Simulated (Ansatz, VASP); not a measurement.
# Two plane-wave programs on Pt

```xyz
1
Lattice="0.0000 1.9609 1.9609 1.9609 0.0000 1.9609 1.9609 1.9609 0.0000" Properties=species:S:1:pos:R:3 pbc="T T T"
Pt    0.0000    0.0000    0.0000
```

Alike in both runs: functional PBE; k mesh 10 × 10 × 10; occupations fermi-dirac, width 0.05 eV; no spin polarisation.

|  | VASP | Ansatz |
| --- | --- | --- |
| version | VASP 6.6.1 | Ansatz 0.2.0 |
| potentials or method | VASP PAW PBE potentials, release 64 (Pt) | Ansatz PAW |
| plane-wave cutoff (eV) | 500 | 420 |
| valence electrons in the cell | 10 | 18 |
| task | single point | band structure |

VASP gave:

* gap on the k mesh at the Fermi level (eV): none
* pressure (GPa): 9.7

**Question.** What did Ansatz give for the same quantities?

**Answer.** gap on the k mesh at the Fermi level (eV): none; pressure (GPa): 10.3.

A gap of «none» marks a metal or a gap that the smearing closes. VASP's potentials hold 10 valence electrons a cell and Ansatz's 18, so a difference there can come from the potentials and not from the codes.

Spin-orbit coupling is off throughout.
